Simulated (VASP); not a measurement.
# MoS2 in VASP: further runs

The runs below take MoS2 through single point, with PBE.

All numbers are computed with VASP 6.6.1; they aren't measurements. Logs are shortened: lines on timing, memory, paths and dates and some standing lists are left out, and cuts for length are marked.

## (1) The cell of the first run

The cell holds a slab with vacuum, 6 atoms: a = 3.206 Å, b = 3.206 Å, c = 21.814 Å, α = 90.00°, β = 90.00°, γ = 120.00°.

## (2) Single point, PBE

The input, INCAR:

```
SYSTEM = MoS2
ALGO = Normal
EDIFF = 1E-7
ENCUT = 520
GGA = PE
ISIF = 2
ISMEAR = -1
LASPH = .TRUE.
LCHARG = .FALSE.
LREAL = .FALSE.
LWAVE = .FALSE.
NBANDS = 35
NELM = 100
PREC = Accurate
SIGMA = 0.05
```

The input, KPOINTS:

```
k-points
0
G
  10 10 2
  0 0 0
```

The input, POSCAR:

```
MoS2
1.0
    3.2056317491      0.0000000000      0.0000000000
   -1.6028158746      2.7761585299      0.0000000000
    0.0000000000      0.0000000000     21.8140523775
Mo S
2 4
Direct
    0.3333333333      0.6666666667      0.8511602300
    0.6666666667      0.3333333333      0.1488397700
    0.6666666667      0.3333333333      0.7796253900
    0.3333333333      0.6666666667      0.0772510000
    0.6666666667      0.3333333333      0.9227490000
    0.3333333333      0.6666666667      0.2203746100
```

Potentials or basis: VASP PAW PBE potentials, release 64 (Mo_sv, S).

The run is started by

```console
$ cat potpaw_PBE.64/Mo_sv/POTCAR potpaw_PBE.64/S/POTCAR > POTCAR
$ mpirun -np 1 vasp_std > vasp.out
```

OUTCAR:

```text
SYSTEM = MoS2
   EDIFF = 1E-7
   ENCUT = 520
   GGA = PE
   ISIF = 2
   ISMEAR = -1
   LASPH = .TRUE.
   LREAL = .FALSE.
   NELM = 100
   PREC = Accurate

 ion  position               nearest neighbor table
   1  0.333  0.667  0.851-   3 2.42   3 2.42   3 2.42   5 2.42   5 2.42   5 2.42
   2  0.667  0.333  0.149-   6 2.42   6 2.42   6 2.42   4 2.42   4 2.42   4 2.42
   3  0.667  0.333  0.780-   1 2.42   1 2.42   1 2.42
   4  0.333  0.667  0.077-   2 2.42   2 2.42   2 2.42
   5  0.667  0.333  0.923-   1 2.42   1 2.42   1 2.42
   6  0.333  0.667  0.220-   2 2.42   2 2.42   2 2.42

  LATTYP: Found a hexagonal cell.
 ALAT       =     3.2056317491
 C/A-ratio  =     6.8049152507

  Lattice vectors:

 A1 = (   3.2056317491,   0.0000000000,   0.0000000000)
 A2 = (  -1.6028158746,   2.7761585299,   0.0000000000)
 A3 = (   0.0000000000,   0.0000000000,  21.8140523775)

Analysis of symmetry for initial positions (statically):
=====================================================================
 Subroutine PRICEL returns:
 Original cell was already a primitive cell.

 Routine SETGRP: Setting up the symmetry group for a
 hexagonal supercell.

 Subroutine GETGRP returns: Found 12 space group operations
 (whereof 12 operations were pure point group operations)
 out of a pool of 24 trial point group operations.

The static configuration has the point symmetry D_3d.

Analysis of symmetry for dynamics (positions and initial velocities):
=====================================================================
 Subroutine PRICEL returns:
 Original cell was already a primitive cell.

 Routine SETGRP: Setting up the symmetry group for a
 hexagonal supercell.

 Subroutine GETGRP returns: Found 12 space group operations
 (whereof 12 operations were pure point group operations)
 out of a pool of 24 trial point group operations.

The dynamic configuration has the point symmetry D_3d.

 Subroutine INISYM returns: Found 12 space group operations
 (whereof 12 operations are pure point group operations),
 and found     1 'primitive' translations

----------------------------------------------------------------------------------------

                                     Primitive cell

  volume of cell :     194.1307

  direct lattice vectors                    reciprocal lattice vectors
     3.205631749  0.000000000  0.000000000     0.311950991  0.180104988  0.000000000
    -1.602815875  2.776158530  0.000000000     0.000000000  0.360209977  0.000000000
     0.000000000  0.000000000 21.814052378     0.000000000  0.000000000  0.045842010

  length of vectors
     3.205631749  3.205631749 21.814052378     0.360209977  0.360209977  0.045842010

  position of ions in fractional coordinates (direct lattice)
     0.333333333  0.666666667  0.851160230
     0.666666667  0.333333333  0.148839770
     0.666666667  0.333333333  0.779625390
     0.333333333  0.666666667  0.077251000
     0.666666667  0.333333333  0.922749000
     0.333333333  0.666666667  0.220374610

  ion indices of the primitive-cell ions
   primitive index   ion index
                 1           1
                 2           2
                 3           3
                 4           4
                 5           5
                 6           6

----------------------------------------------------------------------------------------

 KPOINTS: k-points

Automatic generation of k-mesh.
 Grid dimensions read from file:
 generate k-points for:   10   10    2

 Generating k-lattice:

  Cartesian coordinates                     Fractional coordinates (reciprocal lattice)
     0.031195099  0.018010499  0.000000000     0.100000000  0.000000000  0.000000000
     0.000000000  0.036020998  0.000000000     0.000000000  0.100000000  0.000000000
     0.000000000  0.000000000  0.022921005     0.000000000  0.000000000  0.500000000

  Length of vectors
     0.036020998  0.036020998  0.022921005

  Shift w.r.t. Gamma in fractional coordinates (k-lattice)
     0.000000000  0.000000000  0.000000000

 Subroutine IBZKPT returns following result:
 ===========================================

 Found     28 irreducible k-points:

 Following reciprocal coordinates:
            Coordinates               Weight
  0.000000  0.000000  0.000000      1.000000
  0.100000 -0.000000  0.000000      6.000000
  0.200000 -0.000000  0.000000      6.000000
  0.300000  0.000000  0.000000      6.000000
  0.400000 -0.000000  0.000000      6.000000
  0.500000 -0.000000  0.000000      3.000000
[... 16 lines left out ...]
  0.300000  0.100000  0.500000     12.000000
  0.400000  0.100000  0.500000     12.000000
 [... further k-points ...]
   k-points           NKPTS =     28   k-points in BZ     NKDIM =     28   number of bands    NBANDS=     35
   number of dos      NEDOS =    301   number of ions     NIONS =      6
   total plane-waves  NPLWV =  93312
   dimension x,y,z NGX =    24 NGY =   24 NGZ =  162
   dimension x,y,z NGXF=    48 NGYF=   48 NGZF=  324
   ions per type =               2   4
   NGX,Y,Z   is equivalent  to a cutoff of  12.45, 12.45, 12.35 a.u.
   NGXF,Y,Z  is equivalent  to a cutoff of  24.89, 24.89, 24.69 a.u.
 SYSTEM =  MoS2
   PREC   = accura    normal or accurate (medium, high low for compatibility)
   ISTART =      0    job   : 0-new  1-cont  2-samecut
   ICHARG =      2    charge: 1-file 2-atom 10-const
   ISPIN  =      1    spin polarized calculation?
   LNONCOLLINEAR =      F non collinear calculations
   LSORBIT =      F    spin-orbit coupling
   LASPH  =      T    aspherical Exc in radial PAW
   ENCUT  =  520.0 eV  38.22 Ry    6.18 a.u.   5.96  5.96 40.56*2*pi/ulx,y,z
   NELM   =    100;   NELMIN=  2; NELMDL= -5     # of ELM steps
   EDIFF  = 0.1E-06   stopping-criterion for ELM
   LREAL  =      F    real-space projection
   EDIFFG = 0.1E-05   stopping-criterion for IOM
   NSW    =      0    number of steps for IOM
   IBRION =     -1    ionic relax: 0-MD 1-quasi-New 2-CG
   NFREE  =      0    steps in history (QN), initial steepest desc. (CG)
   ISIF   =      2    stress and relaxation
   ISYM   =      2    0-nonsym 1-usesym 2-fastsym
   POTIM  = 0.5000    time-step for ionic-motion
   TEBEG  =    0.0;   TEEND  =   0.0 temperature during run
   PSTRESS=    0.0 pullay stress
   NELECT =      52.0000    total number of electrons
   NUPDOWN=      -1.0000    fix difference up-down
   EMIN   =  10.00;   EMAX   =-10.00  energy-range for DOS
   EFERMI =   0.00;   METHOD = LEGACY
   ISMEAR =    -1;   SIGMA  =   0.05  broadening in eV -4-tet -1-fermi 0-gaus
   EFERMI_NEDOS =   21; number of points for ismear=-14 and -15
   IALGO  =     38    algorithm
   IMIX   =      4    mixing-type and parameters
     AMIX     =   0.40;   BMIX     =  1.00
     AMIX_MAG =   1.60;   BMIX_MAG =  1.00
  volume/ion in A,a.u.               =      32.36       218.34
  Fermi-wavevector in a.u.,A,eV,Ry     =   1.055305  1.994237 15.152373  1.113668
  Thomas-Fermi vector in A             =   2.190498
   LORBIT       =      0    0 simple, 1 ext, 2 COOP (PROOUT), +10 PAW based schemes
   GGA     = PE    functional components
   LHFCALC =     F    Hartree Fock is set to
   AEXX    =    0.0000 exact exchange contribution
   IVDW    =     0    specifies the selected vdW correction
   LEPSILON=     F    determine dielectric tensor
   LRPA    =     F    only Hartree local field effects (RPA)
 non-spin polarized calculation
  energy-cutoff  :      520.00
  volume of cell :      194.13
 maximum number of plane-waves:      5270
 NGX is ok and might be reduce to    24
   NGX = 11   NGY = 11   NGZ = 81

 number of electron      52.0000000 magnetization

 Free energy of the ion-electron system (eV)
  ---------------------------------------------------
  ext. energy  EPLUGINS =         0.00000000
  ---------------------------------------------------
  free energy    TOTEN  =       -43.68760234 eV

  energy without entropy =      -43.68760222  energy(sigma->0) =      -43.68760228

 E-fermi :   2.0982     XC(G=0):  -6.5495

 val. band max:        1.4699325933   @ k =   0.0000   0.0000   0.0000
 cond. band min:       2.8382185040   @ k =   0.3000   0.3000   0.0000
 fundamental gap:      1.3682859107
 Fermi energy:         2.0982434504

 k-point     1 :       0.0000    0.0000    0.0000
  band No.  band energies     occupation
      1     -59.7757      2.00000
      2     -59.7757      2.00000
      3     -33.8988      2.00000
      4     -33.8988      2.00000
      5     -33.7194      2.00000
      6     -33.7194      2.00000
[... 27 lines left out ...]
     34       4.0871      0.00000
     35       6.4826      0.00000

 k-point     2 :       0.1000   -0.0000    0.0000
  band No.  band energies     occupation
      1     -59.7724      2.00000
      2     -59.7724      2.00000
      3     -33.8923      2.00000
      4     -33.8922      2.00000
      5     -33.7530      2.00000
      6     -33.7530      2.00000
[... 27 lines left out ...]
     34       4.0732      0.00000
     35       6.7146      0.00000

 k-point     3 :       0.2000   -0.0000    0.0000
  band No.  band energies     occupation
      1     -59.7640      2.00000
      2     -59.7640      2.00000
      3     -33.8752      2.00000
      4     -33.8752      2.00000
      5     -33.8400      2.00000
      6     -33.8400      2.00000
[... 27 lines left out ...]
     34       4.5970      0.00000
     35       7.2775      0.00000
[... 723 lines left out ...]
 k-point    23 :       0.3000    0.1000    0.5000
  band No.  band energies     occupation
      1     -59.7476      2.00000
      2     -59.7476      2.00000
      3     -33.9904      2.00000
      4     -33.9904      2.00000
      5     -33.8421      2.00000
      6     -33.8421      2.00000
[... 27 lines left out ...]
     34       5.4266      0.00000
     35       8.6010      0.00000

 k-point    24 :       0.4000    0.1000    0.5000
  band No.  band energies     occupation
      1     -59.7418      2.00000
      2     -59.7417      2.00000
      3     -34.0448      2.00000
      4     -34.0448      2.00000
      5     -33.8302      2.00000
      6     -33.8302      2.00000
[... 27 lines left out ...]
     34       5.3899      0.00000
     35       7.5491      0.00000

 [... further k-points ...]

------------------------ aborting loop because EDIFF is reached ----------------------------------------

  FORCE on cell =-STRESS in cart. coord.  units (eV):
  Direction    XX          YY          ZZ          XY          YZ          ZX
  --------------------------------------------------------------------------------------
  -------------------------------------------------------------------------------------
  Total       -1.3751013     -1.3751013     -0.4893121      0.0000000      0.0000000     -0.0000000
  in kB      -11.3488286    -11.3488286     -4.0383349      0.0000000      0.0000000     -0.0000000
  external PRESSURE =      -8.9119974 kB  Pullay stress =       0.0000000 kB

 VOLUME and BASIS-vectors are now :
 -----------------------------------------------------------------------------
  energy-cutoff  :      520.00
  volume of cell :      194.13
      direct lattice vectors                 reciprocal lattice vectors
     3.205631749  0.000000000  0.000000000     0.311950991  0.180104988  0.000000000
    -1.602815875  2.776158530  0.000000000     0.000000000  0.360209977  0.000000000
     0.000000000  0.000000000 21.814052378     0.000000000  0.000000000  0.045842010

 POSITION                                       TOTAL-FORCE (eV/Angst)
 -----------------------------------------------------------------------------------
     -0.00000      1.85077     18.56725         0.000000     -0.000000      0.001415
      1.60282      0.92539      3.24680        -0.000000      0.000000     -0.001415
      1.60282      0.92539     17.00679         0.000000     -0.000000      0.098482
     -0.00000      1.85077      1.68516         0.000000      0.000000      0.152688
      1.60282      0.92539     20.12890        -0.000000      0.000000     -0.152688
     -0.00000      1.85077      4.80726        -0.000000      0.000000     -0.098482
 -----------------------------------------------------------------------------------
    total drift:                                0.000000     -0.000000      0.000000

  FREE ENERGIE OF THE ION-ELECTRON SYSTEM (eV)
  ---------------------------------------------------
  free  energy   TOTEN  =       -43.6876023436 eV

  energy  without entropy=      -43.6876022157  energy(sigma->0) =      -43.68760228
```

It took 2.4 min on 1 thread of Intel Xeon 6975P-C (Granite Rapids), shared host; peak memory 0.37 GiB.

Results:

| Item | Value |
| --- | --- |
| Free energy | -43.6876 eV |
| Largest force | 0.153 eV/Å |
| Band gap on the k mesh | 1.37 eV (least direct gap 1.84 eV) |

Forces in eV/Å, atoms in the order of the input:
```
Mo   0.000  0.000  0.001
Mo   0.000  0.000 -0.001
S    0.000  0.000  0.098
S    0.000  0.000  0.153
S    0.000  0.000 -0.153
S    0.000  0.000 -0.098
```

## (3) Single point, PBE

This run uses another cell than the first one.

The input, INCAR:

```
ALGO = Normal ; EDIFF = 1E-6
ENCUT = 520 ; GGA = PE
ISIF = 2 ; ISMEAR = -1
LASPH = True ; LCHARG = False
LREAL = False ; LWAVE = False
NBANDS = 35 ; NELM = 100
PREC = Accurate ; SIGMA = 0.05
```

The input, KPOINTS:

```
k-points
0
Gamma
  10 10 2
```

Edit POSCAR of step 2 so:

```diff
@@ -2,5 +2,5 @@
 1.0
-    3.2056317491      0.0000000000      0.0000000000
-   -1.6028158746      2.7761585299      0.0000000000
-    0.0000000000      0.0000000000     21.8140523775
+    3.2264481230      0.0000000000      0.0000000000
+   -1.6132240615      2.7941860385      0.0000000000
+    0.0000000000      0.0000000000     21.9557060374
 Mo S
```

Potentials or basis: VASP PAW PBE potentials, release 64 (Mo_sv, S).

The run is started by

```console
$ cat potpaw_PBE.64/Mo_sv/POTCAR potpaw_PBE.64/S/POTCAR > POTCAR
$ mpirun -np 1 vasp_std > vasp.out
```

Wall time 2.3 min (1 thread of Intel Xeon 6975P-C (Granite Rapids), shared host); peak memory 0.38 GiB.

It converged, with:

| Item | Value |
| --- | --- |
| Free energy | -43.6500 eV |
| Largest force | 0.443 eV/Å |
| Band gap on the k mesh | 1.34 eV (least direct gap 1.79 eV) |

Forces on the atoms (eV/Å):
```
Mo   0.000  0.000  0.002
Mo   0.000  0.000 -0.002
S    0.000  0.000  0.395
S    0.000  0.000  0.443
S    0.000  0.000 -0.443
S    0.000  0.000 -0.395
```

Levels at points of the mesh, in eV from the valence-band top:
| k point | band 23 | band 24 | band 25 | band 26 | band 27 | band 28 | band 29 | band 30 |
| --- | --- | --- | --- | --- | --- | --- | --- | --- |
| (0.00, 0.00, 0.00) | -1.84 | -1.65 | -0.42 | 0.00 | 2.30 | 2.30 | 2.31 | 2.31 |
| (0.50, 0.00, 0.00) | -1.39 | -1.34 | -0.96 | -0.93 | 1.76 | 1.77 | 2.23 | 2.30 |
| (0.00, 0.00, 0.50) | -1.84 | -1.65 | -0.42 | 0.00 | 2.30 | 2.30 | 2.31 | 2.31 |
| (0.50, 0.00, 0.50) | -1.39 | -1.34 | -0.96 | -0.93 | 1.76 | 1.77 | 2.23 | 2.30 |
